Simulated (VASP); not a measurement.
Set up this calculation in VASP 6.6.1, as the native input.

```
Task                               : single point
Functional                         : PBE0
Potentials or basis                : VASP PAW PBE potentials, release 64 (Pd)
Cutoff                             : 520 eV
k mesh                             : 6 × 6 × 6
Occupations                        : fermi-dirac, width 0.05 eV
Spin                               : no spin polarisation
Dipole correction                  : no
Grid for exact exchange (PRECFOCK) : Normal
Further INCAR settings             : ALGO = Normal; EDIFF = 1e-06; NBANDS = 11
Share of exact exchange            : 0.25
```

Pd:

```
CELL_PARAMETERS angstrom
-1.60312 1.60312 1.60312
1.60312 -1.60312 1.60312
1.60312 1.60312 -1.60312
ATOMIC_POSITIONS crystal
Pd 0.00000 0.00000 0.00000
```

This isn't the form of Pd at room conditions, which is fcc.

The input as run:

POSCAR

```
Pd
1.0
   -1.6031178681      1.6031178681      1.6031178681
    1.6031178681     -1.6031178681      1.6031178681
    1.6031178681      1.6031178681     -1.6031178681
Pd
1
Direct
    0.0000000000      0.0000000000      0.0000000000
```

INCAR.step1

```
ALGO = Normal
EDIFF = 1E-5
ENCUT = 520
GGA = PE
ISIF = 2
ISMEAR = -1
LASPH = T
LCHARG = F
LREAL = F
LWAVE = T
NBANDS = 11
NELM = 100
PREC = Accurate
SIGMA = 0.05
```

INCAR.step2

```
AEXX = 0.25
ALGO = Normal
EDIFF = 1E-6
ENCUT = 520
GGA = PE
ISIF = 2
ISMEAR = -1
ISTART = 1
LASPH = T
LCHARG = F
LHFCALC = T
LREAL = F
LWAVE = F
NBANDS = 11
NELM = 100
PREC = Accurate
PRECFOCK = Normal
SIGMA = 0.05
```

KPOINTS

```
k-points
0
Gamma
  6 6 6
```

Potentials or basis: VASP PAW PBE potentials, release 64 (Pd).

Command:

```bash
$ cat potpaw_PBE.64/Pd/POTCAR > POTCAR
$ cp INCAR.step1 INCAR
$ mpirun -np 1 vasp_std > vasp.out
$ cp INCAR.step2 INCAR
$ mpirun -np 1 vasp_std > vasp.out
```

It gave:

```
Pressure               : -13.8 GPa
Band gap on the k mesh : zero (bands 5 and 6 overlap by 2.67 eV)
```

Caveat: the k points lie up to 0.46 Å⁻¹ apart, too coarse for converged energies and pressures of a metal; the PAW data sets were made with another functional, which shifts forces and pressure a little.

Run time: 6 min on 1 thread of Intel(R) Xeon(R) Platinum 8259CL CPU @ 2.50GHz (Skylake/Cascade Lake), with other jobs on the host, peak memory 0.15 GiB.
